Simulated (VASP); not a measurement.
LiPt2, 6 atoms in the cell. Symmetry: Fd-3m, No. 227, cubic system. The conventional cell has a = 7.279 Å, b = 7.279 Å, c = 7.279 Å, α = 90.00°, β = 90.00°, γ = 90.00°. Within 4.0 Å of Li (site symmetry -43m) lie 12 Pt at 3.02 Å and 4 Li at 3.15 Å. Pt (site symmetry -3m) has 6 Pt at 2.57 Å and 6 Li at 3.02 Å within 3.4 Å. 

```yaml
Program: VASP 6.6.1
Task: single point
Functional: r2SCAN
Potentials_or_basis: VASP PAW PBE potentials, release 64 (Li_sv, Pt)
Cutoff: 520 eV
k_mesh: 8 × 8 × 8
Occupations: fermi-dirac, width 0.1 eV
Spin: no spin polarisation
Dipole_correction: no
Further_INCAR_settings: ALGO = Normal; EDIFF = 1e-06; NBANDS = 32
```

Potentials or basis: VASP PAW PBE potentials, release 64 (Li_sv, Pt).

Command:

```sh
$ cat potpaw_PBE.64/Li_sv/POTCAR potpaw_PBE.64/Pt/POTCAR > POTCAR
$ cp INCAR.step1 INCAR
$ mpirun -np 1 vasp_std > vasp.out
$ cp INCAR.step2 INCAR
$ mpirun -np 1 vasp_std > vasp.out
```

Hardware: 1 thread of Oxide Virtual Turin-like Processor (shared host).

Problem. How long does it take, and how much memory?

Solution. Wall time 15 min on 1 thread of Oxide Virtual Turin-like Processor (shared host), peak memory 0.26 GiB. Counts: k points 29.
